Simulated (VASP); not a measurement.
# CoW2 (P-62m) in VASP: relaxation of cell and atoms with PBE

Aim: the relaxation of cell and atoms of CoW2 with PBE.

All numbers are computed with VASP 6.6.1; they aren't measurements. Logs are shortened: lines on timing, memory, paths and dates and some standing lists are left out, and cuts for length are marked.

## 1. The cell of the first run

Symmetry: P-62m, No. 189, hexagonal system. Conventional cell: a = 4.838 Å, b = 4.838 Å, c = 4.451 Å, α = 90.00°, β = 90.00°, γ = 120.00°. Co (site symmetry -6) has 9 W at 2.75 to 2.79 Å and 3 Co at 2.79 Å within 3.6 Å. Within 3.6 Å of W (site symmetry -62m) lie 6 W at 2.75 Å and 6 Co at 2.79 Å. Within 3.6 Å of W (site symmetry m2m) lie 8 W at 2.75 to 2.79 Å and 4 Co at 2.75 Å.

## 2. Relaxation of cell and atoms, PBE, collinear spin, ferromagnetic start

INCAR

```
SYSTEM = CoW2
PREC = Accurate ; ENCUT = 600
EDIFF = 1E-7 ; ISMEAR = 0
SIGMA = 0.1 ; LREAL = .FALSE.
LASPH = .TRUE. ; NELM = 150
ALGO = Normal ; ISIF = 3
LWAVE = .FALSE. ; LCHARG = .FALSE.
ISPIN = 2 ; MAGMOM = 3 3 0 0 0 0
LORBIT = 11 ; LMAXMIX = 4
GGA = PE ; IBRION = 2
NSW = 90 ; EDIFFG = -0.04
```

KPOINTS

```
regular mesh
0
G
  6 6 4
  0 0 0
```

POSCAR

```
CoW2
1.0
    4.8381412600      0.0000000000      0.0000000000
   -2.4190706300      4.1899532400      0.0000000000
    0.0000000000      0.0000000000      4.4514719500
Co W
2 4
Direct
    0.6666666700      0.3333333300      0.0000000000
    0.3333333300      0.6666666700      0.0000000000
    0.0000000000      0.0000000000      0.0000000000
    0.3333333300      0.0000000000      0.5000000000
    0.0000000000      0.3333333300      0.5000000000
    0.6666666700      0.6666666700      0.5000000000
```

Potentials or basis: VASP PAW PBE potentials, release 64 (Co, W_sv).

Launch:

```sh
> cat potpaw_PBE.64/Co/POTCAR potpaw_PBE.64/W_sv/POTCAR > POTCAR
> mpirun -np 1 vasp_std > vasp.out
```

OUTCAR:

```text
SYSTEM = CoW2
   PREC = Accurate
   ENCUT = 600
   EDIFF = 1E-7
   ISMEAR = 0
   LREAL = .FALSE.
   LASPH = .TRUE.
   NELM = 150
   ISIF = 3
   ISPIN = 2
   LORBIT = 11
   GGA = PE
   IBRION = 2
   NSW = 90
   EDIFFG = -0.04

 ion  position               nearest neighbor table
   1  0.667  0.333  0.000-   5 2.75   5 2.75   4 2.75   4 2.75   6 2.75   6 2.75   3 2.79   2 2.79
                             2 2.79   3 2.79   3 2.79   2 2.79
   2  0.333  0.667  0.000-   4 2.75   4 2.75   5 2.75   5 2.75   6 2.75   6 2.75   3 2.79   1 2.79
                             1 2.79   3 2.79   3 2.79   1 2.79
   3  0.000  0.000  0.000-   4 2.75   4 2.75   6 2.75   5 2.75   5 2.75   6 2.75   1 2.79   2 2.79
                             1 2.79   2 2.79   1 2.79   2 2.79
   4  0.333  0.000  0.500-   3 2.75   3 2.75   2 2.75   2 2.75   1 2.75   1 2.75   5 2.79   6 2.79
                             5 2.79   6 2.79   5 2.79   6 2.79
   5  0.000  0.333  0.500-   1 2.75   1 2.75   3 2.75   3 2.75   2 2.75   2 2.75   4 2.79   6 2.79
                             6 2.79   6 2.79   4 2.79   4 2.79
   6  0.667  0.667  0.500-   3 2.75   3 2.75   2 2.75   2 2.75   1 2.75   1 2.75   4 2.79   5 2.79
                             5 2.79   4 2.79   5 2.79   4 2.79

  LATTYP: Found a hexagonal cell.
 ALAT       =     4.8381412600
 C/A-ratio  =     0.9200789540

  Lattice vectors:

 A1 = (   4.8381412600,   0.0000000000,   0.0000000000)
 A2 = (  -2.4190706300,   4.1899532400,   0.0000000000)
 A3 = (   0.0000000000,   0.0000000000,   4.4514719500)

Analysis of symmetry for initial positions (statically):
=====================================================================
 Subroutine PRICEL returns:
 Original cell was already a primitive cell.

 Routine SETGRP: Setting up the symmetry group for a
 hexagonal supercell.

 Subroutine GETGRP returns: Found 12 space group operations
 (whereof 12 operations were pure point group operations)
 out of a pool of 24 trial point group operations.

The static configuration has the point symmetry D_3h.

Analysis of symmetry for dynamics (positions and initial velocities):
=====================================================================
 Subroutine PRICEL returns:
 Original cell was already a primitive cell.

 Routine SETGRP: Setting up the symmetry group for a
 hexagonal supercell.

 Subroutine GETGRP returns: Found 12 space group operations
 (whereof 12 operations were pure point group operations)
 out of a pool of 24 trial point group operations.

The dynamic configuration has the point symmetry D_3h.

Analysis of structural, dynamic, and magnetic symmetry:
=====================================================================
 Subroutine PRICEL returns:
 Original cell was already a primitive cell.

 Routine SETGRP: Setting up the symmetry group for a
 hexagonal supercell.

 Subroutine GETGRP returns: Found 12 space group operations
 (whereof 12 operations were pure point group operations)
 out of a pool of 24 trial point group operations.

The overall configuration has the point symmetry D_3h.

 Subroutine INISYM returns: Found 12 space group operations
 (whereof 12 operations are pure point group operations),
 and found     1 'primitive' translations

----------------------------------------------------------------------------------------

                                     Primitive cell

  volume of cell :      90.2384

  direct lattice vectors                    reciprocal lattice vectors
     4.838141260  0.000000000  0.000000000     0.206690947  0.119333074  0.000000000
    -2.419070630  4.189953240  0.000000000     0.000000000  0.238666148  0.000000000
     0.000000000  0.000000000  4.451471950     0.000000000  0.000000000  0.224644794

  length of vectors
     4.838141260  4.838141262  4.451471950     0.238666148  0.238666148  0.224644794

  position of ions in fractional coordinates (direct lattice)
     0.666666670  0.333333330  0.000000000
     0.333333330  0.666666670  0.000000000
     0.000000000  0.000000000  0.000000000
     0.333333330  0.000000000  0.500000000
     0.000000000  0.333333330  0.500000000
     0.666666670  0.666666670  0.500000000

  ion indices of the primitive-cell ions
   primitive index   ion index
                 1           1
                 2           2
                 3           3
                 4           4
                 5           5
                 6           6

----------------------------------------------------------------------------------------

 KPOINTS: regular mesh

Automatic generation of k-mesh.
 Grid dimensions read from file:
 generate k-points for:    6    6    4

 Generating k-lattice:

  Cartesian coordinates                     Fractional coordinates (reciprocal lattice)
     0.034448491  0.019888846  0.000000000     0.166666667  0.000000000  0.000000000
     0.000000000  0.039777691  0.000000000     0.000000000  0.166666667  0.000000000
     0.000000000  0.000000000  0.056161199     0.000000000  0.000000000  0.250000000

  Length of vectors
     0.039777691  0.039777691  0.056161199

  Shift w.r.t. Gamma in fractional coordinates (k-lattice)
     0.000000000  0.000000000  0.000000000

 Subroutine IBZKPT returns following result:
 ===========================================

 Found     21 irreducible k-points:

 Following reciprocal coordinates:
            Coordinates               Weight
  0.000000  0.000000  0.000000      1.000000
  0.166667  0.000000  0.000000      6.000000
  0.333333  0.000000  0.000000      6.000000
  0.500000  0.000000  0.000000      3.000000
  0.166667  0.166667  0.000000      6.000000
  0.333333  0.166667  0.000000     12.000000
[... 13 lines left out ...]
  0.333333  0.166667  0.500000     12.000000
  0.333333  0.333333  0.500000      2.000000
   k-points           NKPTS =     21   k-points in BZ     NKDIM =     21   number of bands    NBANDS=     47
   number of dos      NEDOS =    301   number of ions     NIONS =      6
   total plane-waves  NPLWV =  57600
   dimension x,y,z NGX =    40 NGY =   40 NGZ =   36
   dimension x,y,z NGXF=    80 NGYF=   80 NGZF=   72
   ions per type =               2   4
   NGX,Y,Z   is equivalent  to a cutoff of  13.74, 13.74, 13.44 a.u.
   NGXF,Y,Z  is equivalent  to a cutoff of  27.49, 27.49, 26.89 a.u.
 SYSTEM =  CoW2
   PREC   = accura    normal or accurate (medium, high low for compatibility)
   ISTART =      0    job   : 0-new  1-cont  2-samecut
   ICHARG =      2    charge: 1-file 2-atom 10-const
   ISPIN  =      2    spin polarized calculation?
   LNONCOLLINEAR =      F non collinear calculations
   LSORBIT =      F    spin-orbit coupling
   LASPH  =      T    aspherical Exc in radial PAW
   ENCUT  =  600.0 eV  44.10 Ry    6.64 a.u.   9.66  9.66  8.89*2*pi/ulx,y,z
   NELM   =    150;   NELMIN=  2; NELMDL= -5     # of ELM steps
   EDIFF  = 0.1E-06   stopping-criterion for ELM
   LREAL  =      F    real-space projection
   EDIFFG = -.4E-01   stopping-criterion for IOM
   NSW    =     90    number of steps for IOM
   IBRION =      2    ionic relax: 0-MD 1-quasi-New 2-CG
   NFREE  =      1    steps in history (QN), initial steepest desc. (CG)
   ISIF   =      3    stress and relaxation
   ISYM   =      2    0-nonsym 1-usesym 2-fastsym
   POTIM  = 0.5000    time-step for ionic-motion
   TEBEG  =    0.0;   TEEND  =   0.0 temperature during run
   PSTRESS=    0.0 pullay stress
   NELECT =      74.0000    total number of electrons
   NUPDOWN=      -1.0000    fix difference up-down
   EMIN   =  10.00;   EMAX   =-10.00  energy-range for DOS
   EFERMI =   0.00;   METHOD = LEGACY
   ISMEAR =     0;   SIGMA  =   0.10  broadening in eV -4-tet -1-fermi 0-gaus
   EFERMI_NEDOS =   21; number of points for ismear=-14 and -15
   IALGO  =     38    algorithm
   IMIX   =      4    mixing-type and parameters
     AMIX     =   0.40;   BMIX     =  1.00
     AMIX_MAG =   1.60;   BMIX_MAG =  1.00
  volume/ion in A,a.u.               =      15.04       101.49
  Fermi-wavevector in a.u.,A,eV,Ry     =   1.532339  2.895701 31.947348  2.348064
  Thomas-Fermi vector in A             =   2.639559
   LORBIT       =     11    0 simple, 1 ext, 2 COOP (PROOUT), +10 PAW based schemes
   GGA     = PE    functional components
   LHFCALC =     F    Hartree Fock is set to
   AEXX    =    0.0000 exact exchange contribution
   IVDW    =     0    specifies the selected vdW correction
   LEPSILON=     F    determine dielectric tensor
   LRPA    =     F    only Hartree local field effects (RPA)
 conjugate gradient relaxation of ions
 spin polarized calculation
 Gauss-broadening in eV      SIGMA  =   0.10
  energy-cutoff  :      600.00
  volume of cell :       90.24
 maximum number of plane-waves:      3066
 NGX is ok and might be reduce to    40
   NGX = 19   NGY = 19   NGZ = 17

--------------------------------------- Ionic step        1  -------------------------------------------

 number of electron      74.0000000 magnetization       0.0016242

 number of electron      74.0000000 magnetization      -0.0006563

 Free energy of the ion-electron system (eV)
  ---------------------------------------------------
  ext. energy  EPLUGINS =         0.00000000
  ---------------------------------------------------
  free energy    TOTEN  =       -63.95712914 eV

  energy without entropy =      -63.92845083  energy(sigma->0) =      -63.94278999

 E-fermi :   9.8465     XC(G=0): -13.2211

 val. band max:        9.8329155615   @ k =   0.1667   0.1667   0.0000
 cond. band min:       9.8478826680   @ k =   0.5000   0.0000   0.5000
 fundamental gap:      0.0149671065
 Fermi energy:         9.8465314024

 spin component 1

 k-point     1 :       0.0000    0.0000    0.0000
  band No.  band energies     occupation
      1     -63.8388      1.00000
      2     -63.7126      1.00000
      3     -63.7126      1.00000
      4     -63.7076      1.00000
      5     -28.4409      1.00000
      6     -28.2862      1.00000
[... 2383 lines left out ...]
--------------------------------------- Ionic step        8  -------------------------------------------

 number of electron      74.0000004 magnetization      -0.0000000

 number of electron      74.0000004 magnetization       0.0000001

 Free energy of the ion-electron system (eV)
  ---------------------------------------------------
  ext. energy  EPLUGINS =         0.00000000
  ---------------------------------------------------
  free energy    TOTEN  =       -64.11337578 eV

  energy without entropy =      -64.08788741  energy(sigma->0) =      -64.10063160

 E-fermi :  10.4101     XC(G=0): -13.4588

 val. band max:       10.3984764733   @ k =   0.3333   0.1667   0.0000
 cond. band min:      10.4307839760   @ k =   0.1667   0.0000   0.0000
 fundamental gap:      0.0323075028
 Fermi energy:        10.4100564712

 spin component 1

 k-point     1 :       0.0000    0.0000    0.0000
  band No.  band energies     occupation
      1     -63.1980      1.00000
      2     -63.0476      1.00000
      3     -63.0476      1.00000
      4     -63.0459      1.00000
      5     -27.8357      1.00000
      6     -27.7257      1.00000
[... 2125 lines left out ...]
  FREE ENERGIE OF THE ION-ELECTRON SYSTEM (eV)
  ---------------------------------------------------
  free  energy   TOTEN  =       -64.1133757769 eV

  energy  without entropy=      -64.0878874137  energy(sigma->0) =      -64.10063160

 reached required accuracy - stopping structural energy minimisation

 total charge

# of ion       s       p       d       tot
------------------------------------------
    1        0.459   0.501   7.306   8.266
    2        0.459   0.501   7.306   8.266
    3        2.409   6.287   3.361  12.057
    4        2.428   6.304   3.406  12.138
    5        2.428   6.304   3.406  12.138
    6        2.428   6.304   3.406  12.138
--------------------------------------------------
tot         10.610  26.202  28.190  65.002

 magnetization (x)

# of ion       s       p       d       tot
------------------------------------------
    1       -0.000  -0.000   0.000   0.000
    2       -0.000  -0.000   0.000   0.000
    3        0.000   0.000  -0.000  -0.000
    4       -0.000  -0.000  -0.000  -0.000
    5       -0.000  -0.000  -0.000  -0.000
    6       -0.000  -0.000  -0.000  -0.000
--------------------------------------------------
tot         -0.000  -0.000   0.000   0.000
```

Run time: 32 min. Hardware: 1 thread of Oxide Virtual Turin-like, shared host; peak memory 0.35 GiB.

Results:

```
Free energy                                           : -64.1134 eV
Relaxed volume                                        : 14.43 Å³/atom
Relaxed cell                                          : a = 4.765 Å, b = 4.765 Å, c = 4.401 Å, α = 90.00°, β = 90.00°, γ = 120.00°
Space group after relaxing (to 0.1 Å)                 : P-62m (No. 189)
Energy gained by relaxing                             : 26.0 meV/atom
Ionic steps                                           : 8
Pressure after relaxing                               : -0.1 GPa
Largest force after relaxing                          : 0.006 eV/Å
Band gap on the k mesh                                : zero (filled and empty bands overlap)
Net moment                                            : 0.00 μB per cell
Valence electrons inside the program's atomic spheres : Co 8.27; W 12.06, 12.14 (each value once)
```

Forces in eV/Å, atoms in the order of the input:
```
Co   0.000  0.000  0.000
Co   0.000  0.000  0.000
W    0.000  0.000  0.000
W    0.006  0.000  0.000
W   -0.003  0.005  0.000
W   -0.003 -0.005  0.000
```

Stress tensor (GPa, compression positive):
```
 0.01  0.00  0.00
 0.00  0.01  0.00
 0.00  0.00 -0.25
```

Step by step:
```tsv
step	energy change (eV)	largest force (eV/Å)	pressure (GPa)	volume (Å³)
1	0.0000	0.6727	-9.78	90.24
2	0.5414	0.3278	31.18	78.77
3	-0.1303	0.6612	0.48	86.53
4	-0.1304	0.6588	0.88	86.41
5	-0.1554	0.0988	0.28	86.43
6	-0.1561	0.0054	0.33	86.43
7	-0.1558	0.0061	-0.65	86.75
8	-0.1562	0.0057	-0.08	86.56
```

Final structure:
```
Co W
1.0
     4.76546    0.00000    0.00000
    -2.38273    4.12701    0.00000
     0.00000    0.00000    4.40115
Co W
2 4
Direct
  0.66667 0.33333 0.00000
  0.33333 0.66667 0.00000
  0.00000 0.00000 0.00000
  0.34065 0.00000 0.50000
  0.00000 0.34065 0.50000
  0.65935 0.65935 0.50000
```

Levels at points of the mesh, in eV from the Fermi level:
Spin up:
| k point | band 34 | band 35 | band 36 | band 37 | band 38 | band 39 | band 40 | band 41 |
| --- | --- | --- | --- | --- | --- | --- | --- | --- |
| (0.00, 0.00, 0.00) | -0.22 | -0.22 | -0.07 | -0.07 | 0.13 | 0.13 | 0.80 | 0.92 |
| (0.50, 0.00, 0.00) | -0.79 | -0.58 | -0.51 | -0.28 | -0.11 | 0.24 | 0.70 | 1.66 |
| (0.00, 0.00, 0.50) | -1.20 | -1.03 | -1.03 | 0.14 | 0.14 | 0.36 | 0.36 | 0.63 |
| (0.50, 0.00, 0.50) | -0.44 | -0.42 | 0.03 | 0.33 | 0.56 | 1.12 | 1.45 | 1.82 |
Spin down:
| k point | band 35 | band 36 | band 37 | band 38 | band 39 | band 40 |
| --- | --- | --- | --- | --- | --- | --- |
| (0.00, 0.00, 0.00) | -0.22 | -0.07 | -0.07 | 0.13 | 0.13 | 0.80 |
| (0.50, 0.00, 0.00) | -0.58 | -0.51 | -0.28 | -0.11 | 0.24 | 0.70 |
| (0.00, 0.00, 0.50) | -1.03 | -1.03 | 0.14 | 0.14 | 0.36 | 0.36 |
| (0.50, 0.00, 0.50) | -0.42 | 0.03 | 0.33 | 0.56 | 1.12 | 1.45 |

Caveat: the moments typed at the start vanished in this run; spin-orbit coupling is left out, which moves the levels of the heavy elements.

The gap in the log of VASP goes by the Fermi energy; the results here count the filled bands.